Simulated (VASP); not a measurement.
# MnO (P6_3mc) in VASP: notebook

MnO is run at these levels: PBE; tasks: single point.

All numbers are computed with VASP 6.6.1; they aren't measurements. Logs are shortened: lines on timing, memory, paths and dates and some standing lists are left out, and cuts for length are marked.

**1. The cell of the first run**

Symmetry: P6_3mc, No. 186, hexagonal system. Conventional cell: a = 3.303 Å, b = 3.303 Å, c = 5.276 Å, α = 90.00°, β = 90.00°, γ = 120.00°. Mn (site symmetry 3m) has 4 O at 1.92 to 2.04 Å within 2.5 Å. Within 2.5 Å of O (site symmetry 3m) lie 4 Mn at 1.92 to 2.04 Å.

**2. Single point, PBE, collinear spin, ferromagnetic start (12.46 Å³/atom)**

Input file INCAR:

```
SYSTEM = MnO
  PREC = Accurate
  ENCUT = 520
  EDIFF = 1E-7
  ISMEAR = -1
  SIGMA = 0.05
  LREAL = .FALSE.
  LASPH = .TRUE.
  NELM = 150
  ALGO = Normal
  ISIF = 2
  LWAVE = .FALSE.
  LCHARG = .FALSE.
  ISPIN = 2
  MAGMOM = 4 4 0 0
  LORBIT = 11
  LMAXMIX = 4
  GGA = PE
  NBANDS = 31
```

Input file KPOINTS:

```
regular mesh
0
G
  14 14 8
  0 0 0
```

Input file POSCAR:

```
MnO
1.0
    3.3028713931      0.0000000000      0.0000000000
   -1.6514356965      2.8603705318      0.0000000000
    0.0000000000      0.0000000000      5.2755609885
Mn O
2 2
Direct
    0.3333333333      0.6666666667      0.0109600000
    0.6666666667      0.3333333333      0.5109600000
    0.3333333333      0.6666666667      0.3754700000
    0.6666666667      0.3333333333      0.8754700000
```

Potentials or basis: VASP PAW PBE potentials, release 64 (Mn_pv, O).

Launch:

```bash
$ cat potpaw_PBE.64/Mn_pv/POTCAR potpaw_PBE.64/O/POTCAR > POTCAR
$ mpirun -np 1 vasp_std > vasp.out
```

OUTCAR:

```text
SYSTEM = MnO
   PREC = Accurate
   ENCUT = 520
   EDIFF = 1E-7
   ISMEAR = -1
   LREAL = .FALSE.
   LASPH = .TRUE.
   NELM = 150
   ISIF = 2
   ISPIN = 2
   LORBIT = 11
   GGA = PE

 ion  position               nearest neighbor table
   1  0.333  0.667  0.011-   3 1.92   4 2.04   4 2.04   4 2.04
   2  0.667  0.333  0.511-   4 1.92   3 2.04   3 2.04   3 2.04
   3  0.333  0.667  0.375-   1 1.92   2 2.04   2 2.04   2 2.04
   4  0.667  0.333  0.875-   2 1.92   1 2.04   1 2.04   1 2.04

  LATTYP: Found a hexagonal cell.
 ALAT       =     3.3028713931
 C/A-ratio  =     1.5972650342

  Lattice vectors:

 A1 = (   3.3028713931,   0.0000000000,   0.0000000000)
 A2 = (  -1.6514356965,   2.8603705318,   0.0000000000)
 A3 = (   0.0000000000,   0.0000000000,   5.2755609885)

Analysis of symmetry for initial positions (statically):
=====================================================================
 Subroutine PRICEL returns:
 Original cell was already a primitive cell.

 Routine SETGRP: Setting up the symmetry group for a
 hexagonal supercell.

 Subroutine GETGRP returns: Found 12 space group operations
 (whereof  6 operations were pure point group operations)
 out of a pool of 24 trial point group operations.

The static configuration has the point symmetry C_3v.
 The point group associated with its full space group is C_6v.

Analysis of symmetry for dynamics (positions and initial velocities):
=====================================================================
 Subroutine PRICEL returns:
 Original cell was already a primitive cell.

 Routine SETGRP: Setting up the symmetry group for a
 hexagonal supercell.

 Subroutine GETGRP returns: Found 12 space group operations
 (whereof  6 operations were pure point group operations)
 out of a pool of 24 trial point group operations.

The dynamic configuration has the point symmetry C_3v.
 The point group associated with its full space group is C_6v.

Analysis of structural, dynamic, and magnetic symmetry:
=====================================================================
 Subroutine PRICEL returns:
 Original cell was already a primitive cell.

 Routine SETGRP: Setting up the symmetry group for a
 hexagonal supercell.

 Subroutine GETGRP returns: Found 12 space group operations
 (whereof  6 operations were pure point group operations)
 out of a pool of 24 trial point group operations.

The overall configuration has the point symmetry C_3v.
 The point group associated with its full space group is C_6v.

 Subroutine INISYM returns: Found 12 space group operations
 (whereof  6 operations are pure point group operations),
 and found     1 'primitive' translations

----------------------------------------------------------------------------------------

                                     Primitive cell

  volume of cell :      49.8405

  direct lattice vectors                    reciprocal lattice vectors
     3.302871393  0.000000000  0.000000000     0.302766860  0.174802528  0.000000000
    -1.651435697  2.860370532  0.000000000     0.000000000  0.349605056  0.000000000
     0.000000000  0.000000000  5.275560988     0.000000000  0.000000000  0.189553301

  length of vectors
     3.302871393  3.302871393  5.275560988     0.349605056  0.349605056  0.189553301

  position of ions in fractional coordinates (direct lattice)
     0.333333333  0.666666667  0.010960000
     0.666666667  0.333333333  0.510960000
     0.333333333  0.666666667  0.375470000
     0.666666667  0.333333333  0.875470000

  ion indices of the primitive-cell ions
   primitive index   ion index
                 1           1
                 2           2
                 3           3
                 4           4

----------------------------------------------------------------------------------------

 KPOINTS: regular mesh

Automatic generation of k-mesh.
 Grid dimensions read from file:
 generate k-points for:   14   14    8

 Generating k-lattice:

  Cartesian coordinates                     Fractional coordinates (reciprocal lattice)
     0.021626204  0.012485895  0.000000000     0.071428571  0.000000000  0.000000000
     0.000000000  0.024971790  0.000000000     0.000000000  0.071428571  0.000000000
     0.000000000  0.000000000  0.023694163     0.000000000  0.000000000  0.125000000

  Length of vectors
     0.024971790  0.024971790  0.023694163

  Shift w.r.t. Gamma in fractional coordinates (k-lattice)
     0.000000000  0.000000000  0.000000000

 Subroutine IBZKPT returns following result:
 ===========================================

 Found    120 irreducible k-points:

 Following reciprocal coordinates:
            Coordinates               Weight
  0.000000  0.000000  0.000000      1.000000
  0.071429  0.000000  0.000000      6.000000
  0.142857  0.000000  0.000000      6.000000
  0.214286 -0.000000  0.000000      6.000000
  0.285714  0.000000  0.000000      6.000000
  0.357143  0.000000  0.000000      6.000000
[... 16 lines left out ...]
  0.285714  0.285714  0.000000      6.000000
  0.357143  0.285714  0.000000      6.000000
 [... further k-points ...]
   k-points           NKPTS =    120   k-points in BZ     NKDIM =    120   number of bands    NBANDS=     31
   number of dos      NEDOS =    301   number of ions     NIONS =      4
   total plane-waves  NPLWV =  31360
   dimension x,y,z NGX =    28 NGY =   28 NGZ =   40
   dimension x,y,z NGXF=    56 NGYF=   56 NGZF=   80
   ions per type =               2   2
   NGX,Y,Z   is equivalent  to a cutoff of  14.09, 14.09, 12.60 a.u.
   NGXF,Y,Z  is equivalent  to a cutoff of  28.19, 28.19, 25.21 a.u.
 SYSTEM =  MnO
   PREC   = accura    normal or accurate (medium, high low for compatibility)
   ISTART =      0    job   : 0-new  1-cont  2-samecut
   ICHARG =      2    charge: 1-file 2-atom 10-const
   ISPIN  =      2    spin polarized calculation?
   LNONCOLLINEAR =      F non collinear calculations
   LSORBIT =      F    spin-orbit coupling
   LASPH  =      T    aspherical Exc in radial PAW
   ENCUT  =  520.0 eV  38.22 Ry    6.18 a.u.   6.14  6.14  9.81*2*pi/ulx,y,z
   NELM   =    150;   NELMIN=  2; NELMDL= -5     # of ELM steps
   EDIFF  = 0.1E-06   stopping-criterion for ELM
   LREAL  =      F    real-space projection
   EDIFFG = 0.1E-05   stopping-criterion for IOM
   NSW    =      0    number of steps for IOM
   IBRION =     -1    ionic relax: 0-MD 1-quasi-New 2-CG
   NFREE  =      0    steps in history (QN), initial steepest desc. (CG)
   ISIF   =      2    stress and relaxation
   ISYM   =      2    0-nonsym 1-usesym 2-fastsym
   POTIM  = 0.5000    time-step for ionic-motion
   TEBEG  =    0.0;   TEEND  =   0.0 temperature during run
   PSTRESS=    0.0 pullay stress
   NELECT =      38.0000    total number of electrons
   NUPDOWN=      -1.0000    fix difference up-down
   EMIN   =  10.00;   EMAX   =-10.00  energy-range for DOS
   EFERMI =   0.00;   METHOD = LEGACY
   ISMEAR =    -1;   SIGMA  =   0.05  broadening in eV -4-tet -1-fermi 0-gaus
   EFERMI_NEDOS =   21; number of points for ismear=-14 and -15
   IALGO  =     38    algorithm
   IMIX   =      4    mixing-type and parameters
     AMIX     =   0.40;   BMIX     =  1.00
     AMIX_MAG =   1.60;   BMIX_MAG =  1.00
  volume/ion in A,a.u.               =      12.46        84.09
  Fermi-wavevector in a.u.,A,eV,Ry     =   1.495576  2.826229 30.432799  2.236748
  Thomas-Fermi vector in A             =   2.607703
   LORBIT       =     11    0 simple, 1 ext, 2 COOP (PROOUT), +10 PAW based schemes
   GGA     = PE    functional components
   LHFCALC =     F    Hartree Fock is set to
   AEXX    =    0.0000 exact exchange contribution
   IVDW    =     0    specifies the selected vdW correction
   LEPSILON=     F    determine dielectric tensor
   LRPA    =     F    only Hartree local field effects (RPA)
 spin polarized calculation
  energy-cutoff  :      520.00
  volume of cell :       49.84
 maximum number of plane-waves:      1358
 NGX is ok and might be reduce to    28
   NGX = 13   NGY = 13   NGZ = 19

 number of electron      38.0000006 magnetization      10.4989146

 number of electron      38.0000006 magnetization       9.8952227

 Free energy of the ion-electron system (eV)
  ---------------------------------------------------
  ext. energy  EPLUGINS =         0.00000000
  ---------------------------------------------------
  free energy    TOTEN  =       -32.55363683 eV

  energy without entropy =      -32.54319506  energy(sigma->0) =      -32.54841595

 E-fermi :   6.6049     XC(G=0): -10.9127

 val. band max:        6.6029381949   @ k =   0.0714   0.0714   0.0000
 cond. band min:       6.6060555522   @ k =   0.0714   0.0000   0.1250
 fundamental gap:      0.0031173574
 Fermi energy:         6.6049051963

 spin component 1

 k-point     1 :       0.0000    0.0000    0.0000
  band No.  band energies     occupation
      1     -44.0535      1.00000
      2     -44.0390      1.00000
      3     -44.0390      1.00000
      4     -44.0312      1.00000
      5     -44.0312      1.00000
      6     -44.0038      1.00000
[... 805 lines left out ...]
     30      16.6049      0.00000
     31      16.7794      0.00000

 [... further k-points ...]

 spin component 2

 k-point     1 :       0.0000    0.0000    0.0000
  band No.  band energies     occupation
      1     -39.4170      1.00000
      2     -39.3693      1.00000
      3     -39.3693      1.00000
      4     -39.3592      1.00000
      5     -39.3592      1.00000
      6     -39.3504      1.00000
[... 805 lines left out ...]
     30      18.2195      0.00000
     31      18.5030      0.00000

 [... further k-points ...]

------------------------ aborting loop because EDIFF is reached ----------------------------------------

  FORCE on cell =-STRESS in cart. coord.  units (eV):
  Direction    XX          YY          ZZ          XY          YZ          ZX
  --------------------------------------------------------------------------------------
  -------------------------------------------------------------------------------------
  Total        3.7144558      3.7144558      7.2800188      0.0000000      0.0000000      0.0000000
  in kB      119.4051808    119.4051808    234.0240406      0.0000000      0.0000000      0.0000000
  external PRESSURE =     157.6114674 kB  Pullay stress =       0.0000000 kB

 VOLUME and BASIS-vectors are now :
 -----------------------------------------------------------------------------
  energy-cutoff  :      520.00
  volume of cell :       49.84
      direct lattice vectors                 reciprocal lattice vectors
     3.302871393  0.000000000  0.000000000     0.302766860  0.174802528  0.000000000
    -1.651435697  2.860370532  0.000000000     0.000000000  0.349605056  0.000000000
     0.000000000  0.000000000  5.275560988     0.000000000  0.000000000  0.189553301

 POSITION                                       TOTAL-FORCE (eV/Angst)
 -----------------------------------------------------------------------------------
     -0.00000      1.90691      0.05782        -0.000000      0.000000     -0.831812
      1.65144      0.95346      2.69560        -0.000000      0.000000     -0.831812
     -0.00000      1.90691      1.98081         0.000000      0.000000      0.831812
      1.65144      0.95346      4.61860         0.000000      0.000000      0.831812
 -----------------------------------------------------------------------------------
    total drift:                               -0.000000     -0.000000      0.000072

  FREE ENERGIE OF THE ION-ELECTRON SYSTEM (eV)
  ---------------------------------------------------
  free  energy   TOTEN  =       -32.5536368302 eV

  energy  without entropy=      -32.5431950631  energy(sigma->0) =      -32.54841595

 total charge

# of ion       s       p       d       tot
------------------------------------------
    1        0.255   6.260   4.989  11.503
    2        0.255   6.260   4.989  11.503
    3        1.558   3.490   0.000   5.048
    4        1.558   3.490   0.000   5.048
--------------------------------------------------
tot          3.624  19.500   9.978  33.103

 magnetization (x)

# of ion       s       p       d       tot
------------------------------------------
    1        0.037   0.070   4.251   4.358
    2        0.037   0.070   4.251   4.358
    3        0.021   0.193   0.000   0.214
    4        0.021   0.193   0.000   0.214
--------------------------------------------------
tot          0.116   0.526   8.501   9.144
```

Wall time 7.7 min (1 thread of Intel Xeon Platinum 8259CL at 2.50GHz (Skylake/Cascade Lake), shared host); peak memory 0.37 GiB.

Results:

```yaml
Free_energy: -32.5536 eV
Pressure: 15.8 GPa
Largest_force: 0.832 eV/Å
Net_moment: 9.90 μB per cell
Site_moments: Mn +4.36; O +0.21 μB
Valence_electrons_inside_the_program's_atomic_spheres: Mn 11.50; O 5.05
```

Forces on the atoms (eV/Å):
```
Mn   0.000  0.000 -0.832
Mn   0.000  0.000 -0.832
O    0.000  0.000  0.832
O    0.000  0.000  0.832
```

Stress tensor (GPa, compression positive):
```
11.94  0.00  0.00
 0.00 11.94  0.00
 0.00  0.00 23.40
```

Caveat: the stress differs along the axes, from 12 to 23 GPa; semilocal functionals often make such compounds metallic where correlation or magnetic order opens a gap, which also shifts bond lengths; the run started ferromagnetic, and an antiferromagnetic order may lie lower in energy. With open d or f shells a metallic result of PBE can be an artefact of self-interaction; +U or a hybrid may open a gap.

(Part 1 of 2 ends here.)
